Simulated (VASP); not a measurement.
# H18CO10 in VASP: further runs

The runs below take H18CO10 through single point, with PBEsol.

Everything below comes from runs of VASP 6.6.1. Logs are shortened: lines on timing, memory, paths and dates and some standing lists are left out, and cuts for length are marked.

## 1. The cell of the first run

The cell holds a disordered packing, 29 atoms: a = 6.933 Å, b = 6.933 Å, c = 6.933 Å, α = 90.00°, β = 90.00°, γ = 90.00°.

## 2. Single point, PBEsol

Contents of INCAR:

```
  PREC = Accurate
  ENCUT = 520
  EDIFF = 1E-6
  ISMEAR = -1
  SIGMA = 0.05
  LREAL = F
  LASPH = T
  NELM = 120
  ALGO = Normal
  ISIF = 2
  LWAVE = F
  LCHARG = F
  GGA = PS
  NBANDS = 61
  GGA_COMPAT = F
```

Contents of KPOINTS:

```
regular mesh
0
Gamma
  1 1 1
```

Contents of POSCAR:

```
H18CO10
1.0
    6.9333820000      0.0000000000      0.0000000000
    0.0000000000      6.9333820000      0.0000000000
    0.0000000000      0.0000000000      6.9333820000
O H C
10 18 1
Direct
    0.8084510561      0.9869642261      0.8065760692
    0.0705716200      1.0485791782      0.1857967728
    0.0481150469      0.2651664080      0.8161096562
    0.7152930561      0.3283534644      0.0081778272
    0.6025342322      0.3433533592      0.3789492631
    0.5167031039      0.4904100192      0.7093363672
    0.0907782090      0.3666320419      0.4562852588
    0.3763531275      0.8251817079      1.0235985844
    0.6175773959      0.9396712888      0.4814677743
    0.3285121172      0.8795563262      0.6397887784
    0.9299790492      1.0779299338      0.7948357670
    0.8931139233      0.8721861856      0.8296672533
    0.1924457646      0.9796662004      0.1468403154
   -0.0148268190      0.9553634864      0.2424934902
    0.0697062415      0.2825893626      0.6674231998
    0.1777775983      0.2425800280      0.8544891945
    0.8545036174      0.3373966702     -0.0346007187
    0.6956056943      0.1978832264     -0.0070095662
    0.6531300309      0.3610791963      0.2458540435
    0.5787507453      0.2053975967      0.3694012532
    0.5566835925      0.4331940747      0.5810728444
    0.5910102746      0.4469247475      0.8196288622
   -0.0492111930      0.4037856273      0.4493045385
    0.1118645994      0.2799355351      0.3489062048
    0.3711464333      0.8007059181      0.8819072712
    0.3266082844      0.7099421321      1.0797328057
    0.6894615067      0.9651134180      0.6210821789
    0.3619157289      0.9589980763      0.3704397075
    0.4301364039      0.9217723760      0.5067656737
```

Potentials or basis: VASP PAW PBE potentials, release 64 (O, H, C).

On the command line:

```bash
cat potpaw_PBE.64/O/POTCAR potpaw_PBE.64/H/POTCAR potpaw_PBE.64/C/POTCAR > POTCAR
mpirun -np 1 vasp_gam > vasp.out
```

OUTCAR:

```text
PREC = Accurate
   ENCUT = 520
   EDIFF = 1E-6
   ISMEAR = -1
   LREAL = F
   LASPH = T
   NELM = 120
   ISIF = 2
   GGA = PS

 ion  position               nearest neighbor table
   1  0.808  0.987  0.807-  12 1.00  11 1.06
   2  0.071  0.049  0.186-  14 0.96  13 1.01
   3  0.048  0.265  0.816-  16 0.95  15 1.05
   4  0.715  0.328  0.008-  18 0.92  17 1.01
   5  0.603  0.343  0.379-  20 0.97  19 0.99
   6  0.517  0.490  0.709-  22 0.97  21 1.01
   7  0.091  0.367  0.456-  24 0.97  23 1.01
   8  0.376  0.825  0.024-  26 0.95  25 1.00
   9  0.618  0.940  0.481-  27 1.10  29 1.32
  10  0.329  0.880  0.640-  29 1.20
  11  0.930  0.078  0.795-   1 1.06
  12  0.893  0.872  0.830-   1 1.00
  13  0.192  0.980  0.147-   2 1.01
  14  0.985  0.955  0.242-   2 0.96
  15  0.070  0.283  0.667-   3 1.05
[... 11 lines left out ...]
  27  0.689  0.965  0.621-   9 1.10
  28  0.362  0.959  0.370-  29 1.09
  29  0.430  0.922  0.507-  28 1.09  10 1.20   9 1.32

  LATTYP: Found a simple cubic cell.
 ALAT       =     6.9333820000

  Lattice vectors:

 A1 = (   6.9333820000,   0.0000000000,   0.0000000000)
 A2 = (   0.0000000000,   6.9333820000,   0.0000000000)
 A3 = (   0.0000000000,   0.0000000000,   6.9333820000)

Analysis of symmetry for initial positions (statically):
=====================================================================
 Subroutine PRICEL returns:
 Original cell was already a primitive cell.

 Routine SETGRP: Setting up the symmetry group for a
 simple cubic supercell.

 Subroutine GETGRP returns: Found  1 space group operations
 (whereof  1 operations were pure point group operations)
 out of a pool of 48 trial point group operations.

The static configuration has the point symmetry C_1 .

Analysis of symmetry for dynamics (positions and initial velocities):
=====================================================================
 Subroutine PRICEL returns:
 Original cell was already a primitive cell.

 Routine SETGRP: Setting up the symmetry group for a
 simple cubic supercell.

 Subroutine GETGRP returns: Found  1 space group operations
 (whereof  1 operations were pure point group operations)
 out of a pool of 48 trial point group operations.

The dynamic configuration has the point symmetry C_1 .

 Subroutine INISYM returns: Found  1 space group operations
 (whereof  1 operations are pure point group operations),
[... 128 lines left out ...]
   EDIFFG = 0.1E-04   stopping-criterion for IOM
   NSW    =      0    number of steps for IOM
   IBRION =     -1    ionic relax: 0-MD 1-quasi-New 2-CG
   NFREE  =      0    steps in history (QN), initial steepest desc. (CG)
   ISIF   =      2    stress and relaxation
   ISYM   =      2    0-nonsym 1-usesym 2-fastsym
   POTIM  = 0.5000    time-step for ionic-motion
   TEBEG  =    0.0;   TEEND  =   0.0 temperature during run
   PSTRESS=    0.0 pullay stress
   NELECT =      82.0000    total number of electrons
   NUPDOWN=      -1.0000    fix difference up-down
   EMIN   =  10.00;   EMAX   =-10.00  energy-range for DOS
   EFERMI =   0.00;   METHOD = LEGACY
   ISMEAR =    -1;   SIGMA  =   0.05  broadening in eV -4-tet -1-fermi 0-gaus
   EFERMI_NEDOS =   21; number of points for ismear=-14 and -15
   IALGO  =     38    algorithm
   IMIX   =      4    mixing-type and parameters
     AMIX     =   0.40;   BMIX     =  1.00
     AMIX_MAG =   1.60;   BMIX_MAG =  1.00
  volume/ion in A,a.u.               =      11.49        77.56
  Fermi-wavevector in a.u.,A,eV,Ry     =   1.025812  1.938503 14.317270  1.052290
  Thomas-Fermi vector in A             =   2.159672
   LORBIT       =      0    0 simple, 1 ext, 2 COOP (PROOUT), +10 PAW based schemes
   GGA     = PS    functional components
   LHFCALC =     F    Hartree Fock is set to
   AEXX    =    0.0000 exact exchange contribution
   IVDW    =     0    specifies the selected vdW correction
   LEPSILON=     F    determine dielectric tensor
   LRPA    =     F    only Hartree local field effects (RPA)
 non-spin polarized calculation
  energy-cutoff  :      520.00
  volume of cell :      333.30
 maximum number of plane-waves:      4523
 NGX is ok and might be reduce to    50
   NGX = 25   NGY = 25   NGZ = 25

 number of electron      82.0000010 magnetization

 Free energy of the ion-electron system (eV)
  ---------------------------------------------------
  ext. energy  EPLUGINS =         0.00000000
  ---------------------------------------------------
  free energy    TOTEN  =      -148.01309882 eV

  energy without entropy =     -148.01309882  energy(sigma->0) =     -148.01309882

 E-fermi :  -1.5402     XC(G=0):  -6.4450

 val. band max:       -2.7299703361   @ k =   0.0000   0.0000   0.0000
 cond. band min:       0.9417580474   @ k =   0.0000   0.0000   0.0000
 fundamental gap:      3.6717283835
 Fermi energy:        -1.5401898158

 k-point     1 :       0.0000    0.0000    0.0000
  band No.  band energies     occupation
      1     -24.6027      2.00000
      2     -23.1814      2.00000
      3     -22.8315      2.00000
      4     -22.7731      2.00000
      5     -22.4828      2.00000
      6     -22.3453      2.00000
[... 45 lines left out ...]
     52       6.1742      0.00000
     53       6.2184      0.00000
 [bands above 53 left out]

------------------------ aborting loop because EDIFF is reached ----------------------------------------

  FORCE on cell =-STRESS in cart. coord.  units (eV):
  Direction    XX          YY          ZZ          XY          YZ          ZX
  --------------------------------------------------------------------------------------
  -------------------------------------------------------------------------------------
  Total       -1.5017017      5.4551095      1.8790125      1.6434646     -2.6566696      1.2994189
  in kB       -7.2186978     26.2227760      9.0324355      7.9001537    -12.7706423      6.2463222
  external PRESSURE =       9.3455045 kB  Pullay stress =       0.0000000 kB

 VOLUME and BASIS-vectors are now :
 -----------------------------------------------------------------------------
  energy-cutoff  :      520.00
  volume of cell :      333.30
      direct lattice vectors                 reciprocal lattice vectors
     6.933382000  0.000000000  0.000000000     0.144229757  0.000000000  0.000000000
     0.000000000  6.933382000  0.000000000     0.000000000  0.144229757  0.000000000
     0.000000000  0.000000000  6.933382000     0.000000000  0.000000000  0.144229757

 POSITION                                       TOTAL-FORCE (eV/Angst)
 -----------------------------------------------------------------------------------
      5.60530      6.84300      5.59230         1.879814     -0.695536     -0.383848
      0.48930      0.33682      1.28820         1.054993      0.601475     -0.303649
      0.33360      1.83850      5.65840        -0.628681     -0.050215     -1.725645
      4.95940      2.27660      0.05670         1.512090      3.347071      0.545831
      4.17760      2.38060      2.62740         0.330317     -0.266802     -0.790285
      3.58250      3.40020      4.91810        -0.774578      0.490335     -0.685557
[... 21 lines left out ...]
      2.50930      6.64910      2.56840        -0.538573     -0.046133     -1.050459
      2.98230      6.39100      3.51360         0.303386      0.329713     -2.107187
 -----------------------------------------------------------------------------------
    total drift:                                0.000634     -0.001323     -0.002217

  FREE ENERGIE OF THE ION-ELECTRON SYSTEM (eV)
  ---------------------------------------------------
  free  energy   TOTEN  =      -148.0130988174 eV

  energy  without entropy=     -148.0130988172  energy(sigma->0) =     -148.01309882
```

OSZICAR:

```text
N       E                     dE             d eps       ncg     rms          rms(c)
DAV:   1     0.715028970130E+03    0.71503E+03   -0.43744E+04   122   0.123E+03
DAV:   2    -0.842879106305E+02   -0.79932E+03   -0.76847E+03   159   0.305E+02
DAV:   3    -0.160525216873E+03   -0.76237E+02   -0.75764E+02   156   0.104E+02
DAV:   4    -0.161786693237E+03   -0.12615E+01   -0.12586E+01   156   0.147E+01
DAV:   5    -0.161806362396E+03   -0.19669E-01   -0.19647E-01   156   0.179E+00    0.225E+01
DAV:   6    -0.148750917287E+03    0.13055E+02   -0.41045E+01   140   0.255E+01    0.894E+00
DAV:   7    -0.148240968542E+03    0.50995E+00   -0.17978E+00   148   0.526E+00    0.548E+00
DAV:   8    -0.147998141908E+03    0.24283E+00   -0.56082E-01   148   0.388E+00    0.800E-01
DAV:   9    -0.147995202138E+03    0.29398E-02   -0.76754E-02   148   0.131E+00    0.433E-01
DAV:  10    -0.148007992183E+03   -0.12790E-01   -0.27878E-02   132   0.798E-01    0.223E-01
DAV:  11    -0.148010496649E+03   -0.25045E-02   -0.29596E-03   140   0.321E-01    0.133E-01
DAV:  12    -0.148012663219E+03   -0.21666E-02   -0.29183E-03   132   0.316E-01    0.592E-02
DAV:  13    -0.148013018486E+03   -0.35527E-03   -0.55635E-04   140   0.141E-01    0.294E-02
DAV:  14    -0.148013075811E+03   -0.57325E-04   -0.13882E-04   132   0.547E-02    0.189E-02
DAV:  15    -0.148013092039E+03   -0.16228E-04   -0.27663E-05   132   0.353E-02    0.735E-03
DAV:  16    -0.148013097843E+03   -0.58044E-05   -0.10891E-05   148   0.175E-02    0.457E-03
DAV:  17    -0.148013098817E+03   -0.97418E-06   -0.28956E-06   116   0.994E-03
   1 F= -.14801310E+03 E0= -.14801310E+03  d E =-.114835E-09
```

stdout:

```text
POSCAR found type information on POSCAR O H C
 POSCAR found :  3 types and      29 ions
 scaLAPACK will be used
 -----------------------------------------------------------------------------
|                                                                             |
|                                                                             |
|     You have a (more or less) 'large supercell' and for larger cells it     |
|     might be more efficient to use real-space projection operators.         |
|     Therefore, try LREAL= Auto in the INCAR file.                           |
|     Mind: For very accurate calculation, you might also keep the            |
|     reciprocal projection scheme (i.e. LREAL=.FALSE.).                      |
|                                                                             |
 -----------------------------------------------------------------------------

 -----------------------------------------------------------------------------
|                                                                             |
|                                                                             |
|     You enforced a specific xc type in the INCAR file but a different       |
|     I HOPE YOU KNOW WHAT YOU ARE DOING!                                     |
|                                                                             |
 -----------------------------------------------------------------------------

 LDA part: xc-table for (Slater+PW92), standard interpolation
 POSCAR, INCAR and KPOINTS ok, starting setup
 FFT: planning ... GRIDC
 FFT: planning ... GRID_SOFT
 FFT: planning ... GRID
 WAVECAR not read
 entering main loop
```

Run time: 24 s. Hardware: 1 thread of Intel Xeon 6975P-C (Granite Rapids), shared host; peak memory 0.37 GiB.

What came out:

| Property | Result |
| --- | --- |
| Free energy | -148.0131 eV |
| Pressure | 0.9 GPa |
| Largest force | 3.713 eV/Å |

Forces in eV/Å, atoms in the order of the input:
```
O    1.880 -0.696 -0.384
O    1.055  0.601 -0.304
O   -0.629 -0.050 -1.726
O    1.512  3.347  0.546
O    0.330 -0.267 -0.790
O   -0.775  0.490 -0.686
O   -1.469  0.933  0.876
O   -0.010  0.972 -0.057
O    0.849  0.609  2.247
O   -0.455 -0.378  2.238
H   -1.165  0.536  0.260
H   -1.290  0.109 -0.074
H   -0.544 -0.053 -0.212
H   -0.341 -0.483  0.311
H   -0.140  0.581  0.523
H    1.304 -0.187  0.798
H   -0.597  0.076  0.105
H   -0.709 -3.580 -0.523
H    0.106  0.617 -0.327
H   -0.018 -0.480  0.638
H   -0.010  0.262  1.033
H    0.492 -0.496  0.037
H    1.032 -0.334 -0.212
H   -0.113 -0.911 -0.660
H    0.119  0.337 -0.269
H   -0.165 -1.094  0.516
H   -0.013 -0.744 -0.746
H   -0.539 -0.046 -1.050
C    0.303  0.330 -2.107
```

Stress tensor (GPa, compression positive):
```
-0.72  0.79  0.62
 0.79  2.62 -1.28
 0.62 -1.28  0.90
```

Caveat: the k points lie up to 0.91 Å⁻¹ apart; the PAW data sets were made with another functional, which shifts forces and pressure a little.

## 3. Single point, PBEsol

Contents of INCAR:

```
SYSTEM = H18CO10
PREC     = Accurate       ! precision mode
ENCUT    = 520            ! plane-wave cutoff, eV
EDIFF    = 1E-6           ! SCF threshold, eV
ISMEAR   = -1             ! smearing method
SIGMA    = 0.05           ! smearing width, eV
LREAL    = .FALSE.        ! projectors in reciprocal space
LASPH    = .TRUE.         ! aspherical terms in the spheres
NELM     = 120            ! most SCF steps
ALGO     = Normal         ! electronic algorithm
ISIF     = 2              ! what is computed and relaxed
LWAVE    = .FALSE.        ! write WAVECAR
LCHARG   = .TRUE.         ! write CHGCAR
GGA      = PS             ! functional
LELF     = .TRUE.         ! ELF
LVHAR    = .TRUE.       
NBANDS   = 61             ! bands
GGA_COMPAT= .FALSE.
```

Contents of KPOINTS:

```
Automatic mesh
0
G
  1 1 1
  0 0 0
```

Contents of POSCAR:

```
H18CO10
1.0
    6.9333820000      0.0000000000      0.0000000000
    0.0000000000      6.9333820000      0.0000000000
    0.0000000000      0.0000000000      6.9333820000
O H C
10 18 1
Direct
    0.8326528093      0.9902238186      0.7968838296
    0.1459172450      1.0511897368      0.1936572945
    0.1014512110      0.2530943773      0.7967395998
    0.7260093270      0.3309063311      0.0054518848
    0.6097457201      0.3253534855      0.3943674242
    0.4448045701      0.4254489368      0.7706195908
    0.0772783037      0.3466273746      0.4550593058
    0.3845165318      0.7789704938      1.0398677009
    0.6283802046      0.9334549863      0.5089723889
    0.3408149154      0.8887004928      0.6743029592
    0.9601519143      1.0695934538      0.7816243213
    0.8484171217      0.8919889312      0.8933591139
    0.2548107114      0.9570942435      0.1772727941
    0.0640957039      0.9965266590      0.2903345005
    0.1033694667      0.2698971440      0.6492790964
    0.2341137413      0.2946037013      0.8337201095
    0.8418979367      0.2675606219     -0.0518361746
    0.6400339690      0.2138638835     -0.0229902232
    0.6744760349      0.3463533381      0.2635798806
    0.5904477786      0.1848737023      0.4262710464
    0.4711120778      0.4289825658      0.6330820947
    0.5817507242      0.4460737920      0.8269268879
   -0.0457929478      0.4043337003      0.4178768745
    0.1218308756      0.2829066681      0.3416947170
    0.3657810863      0.8221528830      0.8993158029
    0.4331508058      0.6465675770      1.0286466258
    0.6960095376      0.9520606250      0.6502310128
    0.3808242500      0.8387825739      0.3895357273
    0.4461891758      0.8875322317      0.5308376201
```

Potentials or basis: VASP PAW PBE potentials, release 64 (O, H, C).

On the command line:

```bash
cat potpaw_PBE.64/O/POTCAR potpaw_PBE.64/H/POTCAR potpaw_PBE.64/C/POTCAR > POTCAR
mpirun -np 1 vasp_gam > vasp.out
```

Run time: 29 s. Hardware: 1 thread of Intel Xeon 6975P-C (Granite Rapids), shared host; peak memory 0.37 GiB.

It converged, with:

```
Free energy   : -148.2074 eV
Pressure      : -1.0 GPa
Largest force : 2.275 eV/Å
```

Forces in eV/Å, atoms in the order of the input:
```
O    0.096  0.693 -0.459
O    0.814  0.321 -0.431
O   -0.272 -0.543 -0.276
O   -0.590 -2.150 -0.452
O    0.303 -0.095 -0.350
O    1.774  0.627  1.012
O   -0.699  1.135  0.275
O    0.184  0.318 -0.615
O   -0.094 -0.057  1.358
O    0.873 -0.004 -0.101
H   -0.179 -0.242  0.514
H    0.351 -0.407  0.451
H   -0.523  0.115 -0.351
H   -0.540 -0.515  0.657
H   -0.218  0.421  0.729
H   -0.316 -0.211 -0.052
H    0.576  0.905  0.197
H    0.465  1.540  0.523
H   -0.844 -0.851  0.979
H    0.690  1.126 -0.816
H   -0.082 -0.101 -0.828
H   -1.619 -0.663 -0.308
H   -0.096 -0.083  0.355
H    0.786 -1.085 -1.413
H    0.135 -0.200  0.762
H   -0.283  0.227  0.053
H    0.498  0.277 -0.672
H    0.305  0.178  0.176
C   -1.493 -0.675 -0.917
```

Stress tensor (GPa, compression positive):
```
-1.82 -1.11  0.54
-1.11 -1.23 -0.22
 0.54 -0.22  0.12
```

Levels at points of the mesh, in eV from the Fermi level:
```
           k point  band 37  band 38  band 39  band 40  band 41  band 42  band 43  band 44  band 45  band 46
(0.00, 0.00, 0.00)    -1.78    -1.58    -1.52    -1.39    -1.23     3.38     3.75     5.94     6.07     6.37
```

Caveat: the k points lie up to 0.91 Å⁻¹ apart; the PAW data sets were made with another functional, which shifts forces and pressure a little.

[end of part 1 of 2]
